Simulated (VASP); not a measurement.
# Pt3Cl in VASP: notebook

The runs below take Pt3Cl through relaxation of the atoms, single point, with PBE.

All numbers are computed with VASP 6.6.1; they aren't measurements. Logs are shortened: lines on timing, memory, paths and dates and some standing lists are left out, and cuts for length are marked.

**1. The cell of the first run**

The cell holds a slab with vacuum, 4 atoms: a = 2.807 Å, b = 2.807 Å, c = 19.351 Å, α = 90.00°, β = 90.00°, γ = 90.00°.

**2. Relaxation of the atoms, PBE**

INCAR

```
SYSTEM = Pt3Cl
  PREC = Accurate
  ENCUT = 450
  EDIFF = 1E-7
  ISMEAR = 0
  SIGMA = 0.1
  LREAL = .FALSE.
  LASPH = .TRUE.
  NELM = 120
  ALGO = Normal
  ISIF = 2
  LWAVE = .FALSE.
  LCHARG = .FALSE.
  LDIPOL = .TRUE.
  IDIPOL = 3
  DIPOL = 0.5 0.5 0.361
  GGA = PE
  IBRION = 2
  NSW = 50
  EDIFFG = -0.025
  GGA_COMPAT = .FALSE.
  NELMIN = 4
  NELMDL = -8
```

KPOINTS

```
regular mesh
0
G
  9 9 1
  0 0 0
```

POSCAR

```
Pt3Cl
1.0
    2.8071640675      0.0000000000      0.0000000000
    0.0000000000      2.8071640675      0.0000000000
    0.0000000000      0.0000000000     19.3513901305
Pt Cl
3 1
Selective dynamics
Direct
    0.5000000000      0.5000000000      0.2067034964  F F F
    0.0000000000      0.0000000000      0.3062505503  F F F
    0.5000000000      0.5000000000      0.4057274479  T T T
    0.6666666667      0.6666666667      0.5264361187  F F T
```

Potentials or basis: VASP PAW PBE potentials, release 64 (Pt, Cl).

Launch:

```console
$ cat potpaw_PBE.64/Pt/POTCAR potpaw_PBE.64/Cl/POTCAR > POTCAR
$ mpirun -np 1 vasp_std > vasp.out
```

OUTCAR:

```text
SYSTEM = Pt3Cl
   PREC = Accurate
   ENCUT = 450
   EDIFF = 1E-7
   ISMEAR = 0
   LREAL = .FALSE.
   LASPH = .TRUE.
   NELM = 120
   ISIF = 2
   GGA = PE
   IBRION = 2
   NSW = 50
   EDIFFG = -0.025
   NELMIN = 4
   NELMDL = -8

 ion  position               nearest neighbor table
   1  0.500  0.500  0.207-   2 2.77   2 2.77   2 2.77   2 2.77
   2  0.000  0.000  0.306-   3 2.77   3 2.77   3 2.77   3 2.77   1 2.77   1 2.77   1 2.77   1 2.77

   3  0.500  0.500  0.406-   4 2.43   2 2.77   2 2.77   2 2.77   2 2.77
   4  0.667  0.667  0.526-   3 2.43

  LATTYP: Found a simple tetragonal cell.
 ALAT       =     2.8071640675
 C/A-ratio  =     6.8935728961

  Lattice vectors:

 A1 = (   2.8071640675,   0.0000000000,   0.0000000000)
 A2 = (   0.0000000000,   2.8071640675,   0.0000000000)
 A3 = (   0.0000000000,   0.0000000000,  19.3513901305)

Analysis of symmetry for initial positions (statically):
=====================================================================
 Subroutine PRICEL returns:
 Original cell was already a primitive cell.

 Routine SETGRP: Setting up the symmetry group for a
 simple tetragonal supercell.

 Subroutine GETGRP returns: Found  2 space group operations
 (whereof  2 operations were pure point group operations)
 out of a pool of 16 trial point group operations.

The static configuration has the point symmetry C_1h.

Analysis of symmetry for dynamics (positions and initial velocities):
=====================================================================
 Subroutine PRICEL returns:
 Original cell was already a primitive cell.

 Routine SETGRP: Setting up the symmetry group for a
 simple tetragonal supercell.

 Subroutine GETGRP returns: Found  2 space group operations
 (whereof  2 operations were pure point group operations)
 out of a pool of 16 trial point group operations.

The dynamic configuration has the point symmetry C_1h.

Analysis of constrained symmetry for selective dynamics:
=====================================================================
 Subroutine PRICEL returns:
 Original cell was already a primitive cell.

 Routine SETGRP: Setting up the symmetry group for a
 simple tetragonal supercell.

 Subroutine GETGRP returns: Found  2 space group operations
 (whereof  2 operations were pure point group operations)
 out of a pool of 16 trial point group operations.

The constrained configuration has the point symmetry C_1h.

 Subroutine INISYM returns: Found  2 space group operations
 (whereof  2 operations are pure point group operations),
 and found     1 'primitive' translations

----------------------------------------------------------------------------------------

                                     Primitive cell

  volume of cell :     152.4922

  direct lattice vectors                    reciprocal lattice vectors
     2.807164068  0.000000000  0.000000000     0.356231405  0.000000000  0.000000000
     0.000000000  2.807164068  0.000000000     0.000000000  0.356231405  0.000000000
     0.000000000  0.000000000 19.351390131     0.000000000  0.000000000  0.051675874

  length of vectors
     2.807164068  2.807164068 19.351390131     0.356231405  0.356231405  0.051675874

  position of ions in fractional coordinates (direct lattice)
     0.500000000  0.500000000  0.206703496
     0.000000000  0.000000000  0.306250550
     0.500000000  0.500000000  0.405727448
     0.666666667  0.666666667  0.526436119

  ion indices of the primitive-cell ions
   primitive index   ion index
                 1           1
                 2           2
[... 66 lines left out ...]
   ICHARG =      2    charge: 1-file 2-atom 10-const
   ISPIN  =      1    spin polarized calculation?
   LNONCOLLINEAR =      F non collinear calculations
   LSORBIT =      F    spin-orbit coupling
   LASPH  =      T    aspherical Exc in radial PAW
   ENCUT  =  450.0 eV  33.07 Ry    5.75 a.u.   4.86  4.86 33.47*2*pi/ulx,y,z
   NELM   =    120;   NELMIN=  4; NELMDL= -8     # of ELM steps
   EDIFF  = 0.1E-06   stopping-criterion for ELM
   LREAL  =      F    real-space projection
   EDIFFG = -.3E-01   stopping-criterion for IOM
   NSW    =     50    number of steps for IOM
   IBRION =      2    ionic relax: 0-MD 1-quasi-New 2-CG
   NFREE  =      1    steps in history (QN), initial steepest desc. (CG)
   ISIF   =      2    stress and relaxation
   ISYM   =      2    0-nonsym 1-usesym 2-fastsym
   POTIM  = 0.5000    time-step for ionic-motion
   TEBEG  =    0.0;   TEEND  =   0.0 temperature during run
   PSTRESS=    0.0 pullay stress
   NELECT =      37.0000    total number of electrons
   NUPDOWN=      -1.0000    fix difference up-down
   EMIN   =  10.00;   EMAX   =-10.00  energy-range for DOS
   EFERMI =   0.00;   METHOD = LEGACY
   ISMEAR =     0;   SIGMA  =   0.10  broadening in eV -4-tet -1-fermi 0-gaus
   EFERMI_NEDOS =   21; number of points for ismear=-14 and -15
   IALGO  =     38    algorithm
   IMIX   =      4    mixing-type and parameters
     AMIX     =   0.40;   BMIX     =  1.00
     AMIX_MAG =   1.60;   BMIX_MAG =  1.00
  volume/ion in A,a.u.               =      38.12       257.27
  Fermi-wavevector in a.u.,A,eV,Ry     =   1.021079  1.929560 14.185475  1.042603
  Thomas-Fermi vector in A             =   2.154684
   LORBIT       =      0    0 simple, 1 ext, 2 COOP (PROOUT), +10 PAW based schemes
   GGA     = PE    functional components
   LHFCALC =     F    Hartree Fock is set to
   AEXX    =    0.0000 exact exchange contribution
   IVDW    =     0    specifies the selected vdW correction
   LEPSILON=     F    determine dielectric tensor
   LRPA    =     F    only Hartree local field effects (RPA)
 conjugate gradient relaxation of ions
 non-spin polarized calculation
 Gauss-broadening in eV      SIGMA  =   0.10
  energy-cutoff  :      450.00
  volume of cell :      152.49
 maximum number of plane-waves:      3336
   NGX =  9   NGY =  9   NGZ = 67

--------------------------------------- Ionic step        1  -------------------------------------------

 number of electron      37.0000011 magnetization

 Free energy of the ion-electron system (eV)
  ---------------------------------------------------
  ext. energy  EPLUGINS =         0.00000000
  ---------------------------------------------------
  free energy    TOTEN  =       -18.62033062 eV

  energy without entropy =      -18.57877587  energy(sigma->0) =      -18.59955324

------------------------ aborting loop because EDIFF is reached ----------------------------------------

  FORCE on cell =-STRESS in cart. coord.  units (eV):
  Direction    XX          YY          ZZ          XY          YZ          ZX
  --------------------------------------------------------------------------------------
  -------------------------------------------------------------------------------------
  Total       -0.3051934     -0.3051934     -0.5597647     -0.3512783     -1.2242951     -1.2242952
  in kB       -3.2065496     -3.2065496     -5.8812325     -3.6907460    -12.8631969    -12.8631985
  external PRESSURE =      -4.0981106 kB  Pullay stress =       0.0000000 kB
[... 95 lines left out ...]
  FREE ENERGIE OF THE ION-ELECTRON SYSTEM (eV)
  ---------------------------------------------------
  free  energy   TOTEN  =       -18.6872243159 eV

  energy  without entropy=      -18.6488039363  energy(sigma->0) =      -18.66801413

[... ionic steps 4 to 8 ...]

--------------------------------------- Ionic step        9  -------------------------------------------

 number of electron      37.0000007 magnetization

------------------------ aborting loop because EDIFF is reached ----------------------------------------
[... 27 lines left out ...]
  FREE ENERGIE OF THE ION-ELECTRON SYSTEM (eV)
  ---------------------------------------------------
  free  energy   TOTEN  =       -18.7245782550 eV

  energy  without entropy=      -18.6874727810  energy(sigma->0) =      -18.70602552

 dipolmoment           0.000000      0.000000      0.002809 electrons x Angstroem

--------------------------------------- Ionic step       10  -------------------------------------------

 number of electron      37.0000007 magnetization

------------------------ aborting loop because EDIFF is reached ----------------------------------------

 vacuum level on the upper side and lower side of the slab       (xc-potential included)        -0.131        -0.066

  FORCE on cell =-STRESS in cart. coord.  units (eV):
  Direction    XX          YY          ZZ          XY          YZ          ZX
  --------------------------------------------------------------------------------------
  -------------------------------------------------------------------------------------
  Total       -0.7683748     -0.7683748      0.0578605      0.1306417     -1.2520496     -1.2520509
  in kB       -8.0730182     -8.0730182      0.6079182      1.3726019    -13.1548033    -13.1548172
  external PRESSURE =      -5.1793727 kB  Pullay stress =       0.0000000 kB
[... 25 lines left out ...]
--------------------------------------- Ionic step       11  -------------------------------------------

 number of electron      37.0000008 magnetization

 dipolmoment           0.000000      0.000000     -0.002402 electrons x Angstroem

 Free energy of the ion-electron system (eV)
  ---------------------------------------------------
  ext. energy  EPLUGINS =         0.00000000
  ---------------------------------------------------
  free energy    TOTEN  =       -18.72644358 eV

  energy without entropy =      -18.68933672  energy(sigma->0) =      -18.70789015

 E-fermi :   0.5539     XC(G=0):  -6.1216

 val. band max:        0.5424281874   @ k =   0.4444   0.1111   0.0000
 cond. band min:       0.5545641305   @ k =   0.3333   0.1111   0.0000
 fundamental gap:      0.0121359431
 Fermi energy:         0.5538635353

 k-point     1 :       0.0000    0.0000    0.0000
  band No.  band energies     occupation
      1     -15.9134      2.00000
      2      -8.2255      2.00000
      3      -6.0518      2.00000
      4      -5.6382      2.00000
      5      -5.2233      2.00000
      6      -4.9381      2.00000
[... 589 lines left out ...]
     21       4.7870      0.00000
     22       6.0055      0.00000

 [... further k-points ...]

------------------------ aborting loop because EDIFF is reached ----------------------------------------

 vacuum level on the upper side and lower side of the slab       (xc-potential included)        -0.068         0.018

  FORCE on cell =-STRESS in cart. coord.  units (eV):
  Direction    XX          YY          ZZ          XY          YZ          ZX
  --------------------------------------------------------------------------------------
  -------------------------------------------------------------------------------------
  Total       -0.8935900     -0.8935900      0.0257400      0.1372491     -1.2147371     -1.2147383
  in kB       -9.3886064     -9.3886064      0.2704399      1.4420233    -12.7627747    -12.7627879
  external PRESSURE =      -6.1689243 kB  Pullay stress =       0.0000000 kB
[... 19 lines left out ...]
  FREE ENERGIE OF THE ION-ELECTRON SYSTEM (eV)
  ---------------------------------------------------
  free  energy   TOTEN  =       -18.7264435810 eV

  energy  without entropy=      -18.6893367153  energy(sigma->0) =      -18.70789015

 reached required accuracy - stopping structural energy minimisation

 vacuum level on the upper side and lower side of the slab         6.062         6.187
```

Run time: 8.2 min. Hardware: 1 thread of Intel Xeon Platinum 8375C at 2.90GHz (Ice Lake), shared host; peak memory 0.26 GiB.

What came out:

| Item | Value |
| --- | --- |
| Free energy | -18.7264 eV |
| Energy gained by relaxing | 26.5 meV/atom |
| Ionic steps | 11 |
| Band gap on the k mesh | zero (an odd number of electrons rules out a gap without spin polarisation) |

The path:
```csv
step,energy change (eV),largest force on free atoms (eV/Å),pressure (GPa)
1,0.0000,1.2107,-0.41
2,-0.0617,0.4498,-0.45
3,-0.0669,0.3103,-0.37
4,-0.0719,0.2891,-0.36
5,-0.0847,0.2214,-0.30
6,-0.0998,0.1385,-0.11
7,-0.1009,0.1511,-0.01
8,-0.1010,0.1485,-0.03
9,-0.1042,0.1325,-0.31
10,-0.1050,0.1783,-0.52
11,-0.1061,0.0130,-0.62
```

Final structure:
```
Pt Cl
1.0
     2.80716    0.00000    0.00000
     0.00000    2.80716    0.00000
     0.00000    0.00000   19.35139
Pt Cl
3 1
Direct
  0.50000 0.50000 0.20670
  0.00000 0.00000 0.30625
  0.56437 0.56437 0.41149
  0.66667 0.66667 0.52790
```

Levels at points of the mesh, in eV from the Fermi level:
| k point | band 15 | band 16 | band 17 | band 18 | band 19 | band 20 | band 21 | band 22 |
| --- | --- | --- | --- | --- | --- | --- | --- | --- |
| (0.00, 0.00, 0.00) | -1.17 | -0.61 | -0.38 | -0.31 | 0.02 | 0.23 | 0.23 | 1.00 |

Caveat: spin-orbit coupling is left out, which moves the levels of the heavy elements; an odd number of electrons without spin polarisation forces a metal; a magnetic or distorted state may lie lower.

**3. Single point, PBE**

INCAR

```
SYSTEM = Pt3Cl
PREC = Accurate ; ENCUT = 400
EDIFF = 1E-6 ; ISMEAR = 0
SIGMA = 0.1 ; LREAL = .FALSE.
LASPH = .TRUE. ; NELM = 120
ALGO = Normal ; ISIF = 2
LWAVE = .FALSE. ; LCHARG = .TRUE.
LDIPOL = .TRUE. ; IDIPOL = 3
DIPOL = 0.5 0.5 0.359 ; GGA = PE
LELF = .TRUE. ; LVHAR = .TRUE.
LVACPOTAV = .TRUE. ; NBANDS = 26
GGA_COMPAT = .FALSE. ; NELMDL = -8
```

KPOINTS

```
Automatic mesh
0
G
  9 9 1
  0 0 0
```

POSCAR

```
Pt3Cl
1.0
    2.8071640675      0.0000000000      0.0000000000
    0.0000000000      2.8071640675      0.0000000000
    0.0000000000      0.0000000000     19.3513901305
Pt Cl
3 1
Direct
    0.5000000000      0.5000000000      0.2067034964
    0.0000000000      0.0000000000      0.3062505503
    0.5047775552      0.5047775552      0.4084702268
    0.8333333333      0.8333333333      0.5150257932
```

Potentials or basis: VASP PAW PBE potentials, release 64 (Pt, Cl).

Launch:

```console
$ cat potpaw_PBE.64/Pt/POTCAR potpaw_PBE.64/Cl/POTCAR > POTCAR
$ mpirun -np 1 vasp_std > vasp.out
```

It took 69 s on 1 thread of AMD EPYC 9R45 (Zen 5), shared host; peak memory 0.2 GiB.

The run converged. Its results:

```
Free energy            : -18.3933 eV
Largest force          : 0.322 eV/Å
Band gap on the k mesh : zero (an odd number of electrons rules out a gap without spin polarisation)
```

Forces on the atoms (eV/Å):
```
Pt   0.017  0.017  0.025
Pt   0.227  0.227 -0.006
Pt  -0.016 -0.016 -0.005
Cl  -0.228 -0.228 -0.014
```

Levels at points of the mesh, in eV from the Fermi level:
```tsv
k point	band 16	band 17	band 18	band 19	band 20	band 21	band 22	band 23
(0.00, 0.00, 0.00)	-0.54	-0.29	-0.28	0.03	0.06	0.17	1.03	4.64
```

Caveat: spin-orbit coupling is left out, which moves the levels of the heavy elements; an odd number of electrons without spin polarisation forces a metal; a magnetic or distorted state may lie lower.

**4. Single point, PBE**

INCAR

```
PREC = Accurate ; ENCUT = 400
EDIFF = 1E-6 ; ISMEAR = 0
SIGMA = 0.1 ; LREAL = F
LASPH = T ; NELM = 120
ALGO = Normal ; ISIF = 2
LWAVE = F ; LCHARG = F
LDIPOL = T ; IDIPOL = 3
DIPOL = 0.5 0.5 0.363 ; GGA = PE
NBANDS = 26 ; GGA_COMPAT = F
NELMDL = -8
```

KPOINTS

```
Automatic mesh
0
Gamma
  9 9 1
```

POSCAR, as its differences from that of step 3:

```diff
@@ -10,3 +10,3 @@
     0.0000000000      0.0000000000      0.3062505503
-    0.5047775552      0.5047775552      0.4084702268
-    0.8333333333      0.8333333333      0.5150257932
+    0.5685561588      0.5685561588      0.4116465073
+    0.6666666667      0.6666666667      0.5281832105
```

Launch:

```console
$ cat potpaw_PBE.64/Pt/POTCAR potpaw_PBE.64/Cl/POTCAR > POTCAR
$ mpirun -np 1 vasp_std > vasp.out
```

Run time: 71 s. Hardware: 1 thread of AMD EPYC 9R45 (Zen 5), shared host; peak memory 0.18 GiB.

The run converged. Its results:

| Quantity | Value |
| --- | --- |
| Free energy | -18.7260 eV |
| Largest force | 0.549 eV/Å |
| Band gap on the k mesh | zero (an odd number of electrons rules out a gap without spin polarisation) |

Forces in eV/Å, atoms in the order of the input:
```
Pt  -0.066 -0.066 -0.054
Pt   0.386  0.386  0.055
Pt  -0.011 -0.011  0.021
Cl  -0.310 -0.310 -0.022
```

Levels at points of the mesh, in eV from the Fermi level:
```
           k point  band 17  band 18  band 19  band 20  band 21  band 22
(0.00, 0.00, 0.00)    -0.38    -0.31     0.02     0.23     0.24     1.00
```

Caveat: spin-orbit coupling is left out, which moves the levels of the heavy elements; an odd number of electrons without spin polarisation forces a metal; a magnetic or distorted state may lie lower.

**5. Summary**

| task | cell | cutoff (eV) | atoms held fixed (from 0) | gap on the mesh (eV) | largest force (eV/Å) |
| --- | --- | --- | --- | --- | --- |
| relaxation of the atoms | atoms relaxed, atomic positions A | 450 | [0, 1, 3] | none | - |
| single point | as given, atomic positions B | 400 | - | none | 0.32 |
| single point | as given, atomic positions C | 400 | - | none | 0.55 |

Alike in all rows: level PBE; potentials or basis VASP PAW PBE potentials, release 64 (Pt, Cl); no spin polarisation; k mesh 9 × 9 × 1; smearing gaussian 0.1 eV.

Caveats: spin-orbit coupling is left out, which moves the levels of the heavy elements; an odd number of electrons without spin polarisation forces a metal; a magnetic or distorted state may lie lower.

Absolute energies hang on the potentials; compare differences alone.
